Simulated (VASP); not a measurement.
# SnSe in VASP: a series of runs

SnSe is run at these levels: PBEsol, LDA; tasks: single point.

Program: VASP 6.6.1. These are calculated values, not measurements. Logs are shortened: lines on timing, memory, paths and dates and some standing lists are left out, and cuts for length are marked.

## 1. The cell of the first run

The cell holds a slab with vacuum, 4 atoms: a = 4.314 Å, b = 4.314 Å, c = 11.063 Å, α = 90.00°, β = 90.00°, γ = 90.00°.

## 2. Single point, PBEsol

INCAR reads:

```
ALGO = Normal
EDIFF = 1E-7
ENCUT = 520
GGA = PS
ISIF = 2
ISMEAR = -1
LASPH = T
LCHARG = F
LREAL = F
LWAVE = F
NBANDS = 28
NELM = 60
PREC = Accurate
SIGMA = 0.05
```

KPOINTS reads:

```
k-points
0
Gamma
  6 6 3
```

POSCAR reads:

```
SnSe
1.0
    4.3137078980      0.0000000000      0.0000000000
    0.0000000000      4.3137078980      0.0000000000
    0.0000000000      0.0000000000     11.0634802918
Sn Se
2 2
Direct
    0.0000000000      0.5000000000      0.6277708900
    0.5000000000      0.0000000000      0.3722291100
    0.0000000000      0.5000000000      0.3839605100
    0.5000000000      0.0000000000      0.6160394900
```

Potentials or basis: VASP PAW PBE potentials, release 64 (Sn_d, Se).

Run with:

```
$ cat potpaw_PBE.64/Sn_d/POTCAR potpaw_PBE.64/Se/POTCAR > POTCAR
$ mpirun -np 1 vasp_std > vasp.out
```

OUTCAR:

```text
EDIFF = 1E-7
   ENCUT = 520
   GGA = PS
   ISIF = 2
   ISMEAR = -1
   LASPH = T
   LREAL = F
   NELM = 60
   PREC = Accurate

 ion  position               nearest neighbor table
   1  0.000  0.500  0.628-   3 2.70   4 3.05   4 3.05   4 3.05   4 3.05
   2  0.500  0.000  0.372-   4 2.70   3 3.05   3 3.05   3 3.05   3 3.05
   3  0.000  0.500  0.384-   1 2.70   2 3.05   2 3.05   2 3.05   2 3.05
   4  0.500  0.000  0.616-   2 2.70   1 3.05   1 3.05   1 3.05   1 3.05

  LATTYP: Found a simple tetragonal cell.
 ALAT       =     4.3137078980
 C/A-ratio  =     2.5647263453

  Lattice vectors:

 A1 = (   4.3137078980,   0.0000000000,   0.0000000000)
 A2 = (   0.0000000000,   4.3137078980,   0.0000000000)
 A3 = (   0.0000000000,   0.0000000000,  11.0634802918)

Analysis of symmetry for initial positions (statically):
=====================================================================
 Subroutine PRICEL returns:
 Original cell was already a primitive cell.

 Routine SETGRP: Setting up the symmetry group for a
 simple tetragonal supercell.

 Subroutine GETGRP returns: Found 16 space group operations
 (whereof  8 operations were pure point group operations)
 out of a pool of 16 trial point group operations.

The static configuration has the point symmetry D_2d.
 The point group associated with its full space group is D_4h.

Analysis of symmetry for dynamics (positions and initial velocities):
=====================================================================
 Subroutine PRICEL returns:
 Original cell was already a primitive cell.

 Routine SETGRP: Setting up the symmetry group for a
 simple tetragonal supercell.

 Subroutine GETGRP returns: Found 16 space group operations
 (whereof  8 operations were pure point group operations)
 out of a pool of 16 trial point group operations.

The dynamic configuration has the point symmetry D_2d.
 The point group associated with its full space group is D_4h.

 Subroutine INISYM returns: Found 16 space group operations
 (whereof  8 operations are pure point group operations),
 and found     1 'primitive' translations

----------------------------------------------------------------------------------------

                                     Primitive cell

  volume of cell :     205.8701

  direct lattice vectors                    reciprocal lattice vectors
     4.313707898  0.000000000  0.000000000     0.231819127  0.000000000  0.000000000
     0.000000000  4.313707898  0.000000000     0.000000000  0.231819127  0.000000000
     0.000000000  0.000000000 11.063480292     0.000000000  0.000000000  0.090387471

  length of vectors
     4.313707898  4.313707898 11.063480292     0.231819127  0.231819127  0.090387471

  position of ions in fractional coordinates (direct lattice)
     0.000000000  0.500000000  0.627770890
     0.500000000  0.000000000  0.372229110
     0.000000000  0.500000000  0.383960510
     0.500000000  0.000000000  0.616039490

  ion indices of the primitive-cell ions
   primitive index   ion index
                 1           1
                 2           2
                 3           3
                 4           4

----------------------------------------------------------------------------------------

 KPOINTS: k-points

Automatic generation of k-mesh.
 Grid dimensions read from file:
 generate k-points for:    6    6    3

 Generating k-lattice:

  Cartesian coordinates                     Fractional coordinates (reciprocal lattice)
     0.038636521  0.000000000  0.000000000     0.166666667  0.000000000  0.000000000
     0.000000000  0.038636521  0.000000000     0.000000000  0.166666667  0.000000000
     0.000000000  0.000000000  0.030129157     0.000000000  0.000000000  0.333333333

  Length of vectors
     0.038636521  0.038636521  0.030129157

  Shift w.r.t. Gamma in fractional coordinates (k-lattice)
     0.000000000  0.000000000  0.000000000

 Subroutine IBZKPT returns following result:
 ===========================================

 Found     20 irreducible k-points:

 Following reciprocal coordinates:
            Coordinates               Weight
  0.000000  0.000000  0.000000      1.000000
  0.166667  0.000000  0.000000      4.000000
  0.333333  0.000000  0.000000      4.000000
  0.500000  0.000000  0.000000      2.000000
  0.166667  0.166667  0.000000      4.000000
  0.333333  0.166667  0.000000      8.000000
[... 12 lines left out ...]
  0.500000  0.333333  0.333333      8.000000
  0.500000  0.500000  0.333333      2.000000
   k-points           NKPTS =     20   k-points in BZ     NKDIM =     20   number of bands    NBANDS=     28
   number of dos      NEDOS =    301   number of ions     NIONS =      4
   total plane-waves  NPLWV =  86016
   dimension x,y,z NGX =    32 NGY =   32 NGZ =   84
   dimension x,y,z NGXF=    64 NGYF=   64 NGZF=  168
   ions per type =               2   2
   NGX,Y,Z   is equivalent  to a cutoff of  12.33, 12.33, 12.62 a.u.
   NGXF,Y,Z  is equivalent  to a cutoff of  24.66, 24.66, 25.24 a.u.
 SYSTEM =  unknown system
   PREC   = accura    normal or accurate (medium, high low for compatibility)
   ISTART =      0    job   : 0-new  1-cont  2-samecut
   ICHARG =      2    charge: 1-file 2-atom 10-const
   ISPIN  =      1    spin polarized calculation?
   LNONCOLLINEAR =      F non collinear calculations
   LSORBIT =      F    spin-orbit coupling
   LASPH  =      T    aspherical Exc in radial PAW
   ENCUT  =  520.0 eV  38.22 Ry    6.18 a.u.   8.02  8.02 20.57*2*pi/ulx,y,z
   NELM   =     60;   NELMIN=  2; NELMDL= -5     # of ELM steps
   EDIFF  = 0.1E-06   stopping-criterion for ELM
   LREAL  =      F    real-space projection
   EDIFFG = 0.1E-05   stopping-criterion for IOM
   NSW    =      0    number of steps for IOM
   IBRION =     -1    ionic relax: 0-MD 1-quasi-New 2-CG
   NFREE  =      0    steps in history (QN), initial steepest desc. (CG)
   ISIF   =      2    stress and relaxation
   ISYM   =      2    0-nonsym 1-usesym 2-fastsym
   POTIM  = 0.5000    time-step for ionic-motion
   TEBEG  =    0.0;   TEEND  =   0.0 temperature during run
   PSTRESS=    0.0 pullay stress
   NELECT =      40.0000    total number of electrons
   NUPDOWN=      -1.0000    fix difference up-down
   EMIN   =  10.00;   EMAX   =-10.00  energy-range for DOS
   EFERMI =   0.00;   METHOD = LEGACY
   ISMEAR =    -1;   SIGMA  =   0.05  broadening in eV -4-tet -1-fermi 0-gaus
   EFERMI_NEDOS =   21; number of points for ismear=-14 and -15
   IALGO  =     38    algorithm
   IMIX   =      4    mixing-type and parameters
     AMIX     =   0.40;   BMIX     =  1.00
     AMIX_MAG =   1.60;   BMIX_MAG =  1.00
  volume/ion in A,a.u.               =      51.47       347.32
  Fermi-wavevector in a.u.,A,eV,Ry     =   0.948194  1.791826 12.232609  0.899071
  Thomas-Fermi vector in A             =   2.076359
   LORBIT       =      0    0 simple, 1 ext, 2 COOP (PROOUT), +10 PAW based schemes
   GGA     = PS    functional components
   LHFCALC =     F    Hartree Fock is set to
   AEXX    =    0.0000 exact exchange contribution
   IVDW    =     0    specifies the selected vdW correction
   LEPSILON=     F    determine dielectric tensor
   LRPA    =     F    only Hartree local field effects (RPA)
 non-spin polarized calculation
  energy-cutoff  :      520.00
  volume of cell :      205.87
 maximum number of plane-waves:      5600
   NGX = 17   NGY = 17   NGZ = 41

 number of electron      40.0000013 magnetization

 Free energy of the ion-electron system (eV)
  ---------------------------------------------------
  ext. energy  EPLUGINS =         0.00000000
  ---------------------------------------------------
  free energy    TOTEN  =       -17.54863721 eV

  energy without entropy =      -17.54863704  energy(sigma->0) =      -17.54863712

 E-fermi :   1.0968     XC(G=0):  -6.0226

 val. band max:        0.3603262824   @ k =   0.3333   0.0000   0.3333
 cond. band min:       1.8461583355   @ k =   0.3333   0.0000   0.3333
 fundamental gap:      1.4858320531
 Fermi energy:         1.0968417582

 k-point     1 :       0.0000    0.0000    0.0000
  band No.  band energies     occupation
      1     -20.5759      2.00000
      2     -20.5709      2.00000
      3     -20.5677      2.00000
      4     -20.5613      2.00000
      5     -20.5584      2.00000
      6     -20.5327      2.00000
[... 20 lines left out ...]
     27       6.0392      0.00000
     28       6.0398      0.00000

 k-point     2 :       0.1667    0.0000    0.0000
  band No.  band energies     occupation
      1     -20.5736      2.00000
      2     -20.5691      2.00000
      3     -20.5691      2.00000
      4     -20.5637      2.00000
      5     -20.5552      2.00000
      6     -20.5330      2.00000
[... 20 lines left out ...]
     27       5.6418      0.00000
     28       5.6946      0.00000

 k-point     3 :       0.3333    0.0000    0.0000
  band No.  band energies     occupation
      1     -20.5716      2.00000
      2     -20.5690      2.00000
      3     -20.5685      2.00000
      4     -20.5662      2.00000
      5     -20.5472      2.00000
      6     -20.5347      2.00000
[... 20 lines left out ...]
     27       5.3904      0.00000
     28       6.9176      0.00000

 k-point     4 :       0.5000    0.0000    0.0000
  band No.  band energies     occupation
      1     -20.5719      2.00000
      2     -20.5719      2.00000
      3     -20.5659      2.00000
      4     -20.5659      2.00000
      5     -20.5394      2.00000
      6     -20.5394      2.00000
[... 20 lines left out ...]
     27       6.1947      0.00000
     28       6.1947      0.00000

 k-point     5 :       0.1667    0.1667    0.0000
  band No.  band energies     occupation
      1     -20.5710      2.00000
      2     -20.5710      2.00000
      3     -20.5673      2.00000
      4     -20.5671      2.00000
      5     -20.5512      2.00000
      6     -20.5331      2.00000
[... 20 lines left out ...]
     27       5.4638      0.00000
     28       6.6701      0.00000

 k-point     6 :       0.3333    0.1667    0.0000
  band No.  band energies     occupation
      1     -20.5746      2.00000
      2     -20.5729      2.00000
      3     -20.5661      2.00000
      4     -20.5638      2.00000
      5     -20.5439      2.00000
      6     -20.5344      2.00000
[... 339 lines left out ...]
      5     -20.5378      2.00000
      6     -20.5378      2.00000
[... 20 lines left out ...]
     27       6.4622      0.00000
     28       6.4622      0.00000

 k-point    18 :       0.3333    0.3333    0.3333
  band No.  band energies     occupation
      1     -20.5804      2.00000
      2     -20.5800      2.00000
      3     -20.5608      2.00000
      4     -20.5595      2.00000
      5     -20.5377      2.00000
      6     -20.5343      2.00000
[... 20 lines left out ...]
     27       6.2385      0.00000
     28       6.3234      0.00000

 k-point    19 :       0.5000    0.3333    0.3333
  band No.  band energies     occupation
      1     -20.5833      2.00000
      2     -20.5833      2.00000
      3     -20.5579      2.00000
      4     -20.5579      2.00000
      5     -20.5354      2.00000
      6     -20.5354      2.00000
[... 20 lines left out ...]
     27       6.0158      0.00000
     28       6.0158      0.00000

 k-point    20 :       0.5000    0.5000    0.3333
  band No.  band energies     occupation
      1     -20.5868      2.00000
      2     -20.5868      2.00000
      3     -20.5555      2.00000
      4     -20.5555      2.00000
      5     -20.5355      2.00000
      6     -20.5355      2.00000
[... 20 lines left out ...]
     27       6.7623      0.00000
     28       6.7623      0.00000

------------------------ aborting loop because EDIFF is reached ----------------------------------------

  FORCE on cell =-STRESS in cart. coord.  units (eV):
  Direction    XX          YY          ZZ          XY          YZ          ZX
  --------------------------------------------------------------------------------------
  -------------------------------------------------------------------------------------
  Total       -1.8659484     -1.8659484     -0.6994694      0.0000000      0.0000000      0.0000000
  in kB      -14.5216837    -14.5216837     -5.4435982      0.0000000      0.0000000      0.0000000
  external PRESSURE =     -11.4956552 kB  Pullay stress =       0.0000000 kB

 VOLUME and BASIS-vectors are now :
 -----------------------------------------------------------------------------
  energy-cutoff  :      520.00
  volume of cell :      205.87
      direct lattice vectors                 reciprocal lattice vectors
     4.313707898  0.000000000  0.000000000     0.231819127  0.000000000  0.000000000
     0.000000000  4.313707898  0.000000000     0.000000000  0.231819127  0.000000000
     0.000000000  0.000000000 11.063480292     0.000000000  0.000000000  0.090387471

 POSITION                                       TOTAL-FORCE (eV/Angst)
 -----------------------------------------------------------------------------------
      0.00000      2.15685      6.94533         0.000000      0.000000     -0.224337
      2.15685      0.00000      4.11815        -0.000000      0.000000      0.224337
      0.00000      2.15685      4.24794        -0.000000     -0.000000      0.013728
      2.15685      0.00000      6.81554        -0.000000      0.000000     -0.013728
 -----------------------------------------------------------------------------------
    total drift:                                0.000000      0.000000      0.000000

  FREE ENERGIE OF THE ION-ELECTRON SYSTEM (eV)
  ---------------------------------------------------
  free  energy   TOTEN  =       -17.5486372076 eV

  energy  without entropy=      -17.5486370378  energy(sigma->0) =      -17.54863712
```

Wall time 58 s (1 thread of Intel Xeon 6975P-C (Granite Rapids), shared host); peak memory 0.31 GiB.

What came out:

- Free energy: -17.5486 eV
- Largest force: 0.224 eV/Å
- Band gap on the k mesh: 1.49 eV, direct

Forces on the atoms (eV/Å):
```
Sn   0.000  0.000 -0.224
Sn   0.000  0.000  0.224
Se   0.000  0.000  0.014
Se   0.000  0.000 -0.014
```

Caveat: the PAW data sets were made with another functional, which shifts forces and pressure a little; spin-orbit coupling is left out, which moves the levels of the heavy elements.

## 3. Single point, LDA

This run uses another cell than the first one, of 52.48 Å³/atom, 1.020 times its volume.

INCAR reads:

```
SYSTEM = SnSe
ALGO = Normal ; EDIFF = 1E-6
ENCUT = 520 ; GGA = CA
ISIF = 2 ; ISMEAR = -1
LASPH = .True. ; LCHARG = .True.
LELF = .True. ; LREAL = .False.
LVHAR = .True. ; LWAVE = .False.
NBANDS = 28 ; NELM = 60
PREC = Accurate ; SIGMA = 0.05
```

KPOINTS reads:

```
k-points
0
Gamma
  6 6 3
  0 0 0
```

POSCAR reads:

```
SnSe
1.0
    4.3417197731      0.0000000000      0.0000000000
    0.0000000000      4.3417197731      0.0000000000
    0.0000000000      0.0000000000     11.1353230860
Sn Se
2 2
Direct
    0.0000000000      0.5000000000      0.6277708900
    0.5000000000      0.0000000000      0.3722291100
    0.0000000000      0.5000000000      0.3839605100
    0.5000000000      0.0000000000      0.6160394900
```

Potentials or basis: VASP PAW LDA potentials, release 64 (Sn_d, Se).

Run with:

```
$ cat potpaw_LDA.64/Sn_d/POTCAR potpaw_LDA.64/Se/POTCAR > POTCAR
$ mpirun -np 1 vasp_std > vasp.out
```

Run time: 57 s. Hardware: 1 thread of Intel Xeon 6975P-C (Granite Rapids), shared host; peak memory 0.28 GiB.

The run converged. Its results:

```
Free energy            : -18.3420 eV
Largest force          : 0.464 eV/Å
Band gap on the k mesh : 1.49 eV, direct
```

Forces on the atoms (eV/Å):
```
Sn   0.000  0.000 -0.464
Sn   0.000  0.000  0.464
Se   0.000  0.000  0.219
Se   0.000  0.000 -0.219
```

Levels at points of the mesh, in eV from the valence-band top:
| k point | band 18 | band 19 | band 20 | band 21 | band 22 | band 23 |
| --- | --- | --- | --- | --- | --- | --- |
| (0.00, 0.00, 0.00) | -1.45 | -1.45 | -0.16 | 1.72 | 3.92 | 3.99 |
| (0.50, 0.00, 0.00) | -1.27 | -0.15 | -0.15 | 1.52 | 1.52 | 2.13 |
| (0.50, 0.50, 0.00) | -2.90 | -1.48 | -1.48 | 3.66 | 3.66 | 4.85 |

Caveat: spin-orbit coupling is left out, which moves the levels of the heavy elements.

[end of part 1 of 2]
